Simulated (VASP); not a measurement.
A run of VASP 6.6.1 is set up as follows.

INCAR

```
SYSTEM = Sb
PREC = Accurate
ENCUT = 520
EDIFF = 1E-7
ISMEAR = -1
SIGMA = 0.05
LREAL = .FALSE.
LASPH = .TRUE.
NELM = 80
ALGO = Normal
ISIF = 2
LWAVE = .FALSE.
LCHARG = .FALSE.
GGA = PE
NBANDS = 8
```

Contents of KPOINTS:

```
Automatic mesh
0
G
  13 13 12
  0 0 0
```

The input POSCAR:

```
Sb
1.0
    2.7705258310      0.0000000000      0.0000000000
   -1.3852629155      2.3993457515      0.0000000000
    0.0000000000      0.0000000000      2.6318626337
Sb
1
Direct
    0.0000000000      0.0000000000      0.0000000000
```

Potentials or basis: VASP PAW PBE potentials, release 64 (Sb).

Command:

```bash
$ cat potpaw_PBE.64/Sb/POTCAR > POTCAR
$ mpirun -np 1 vasp_std > vasp.out
```

**Question.** Predict the pressure.

**Answer.** 93.7 GPa.
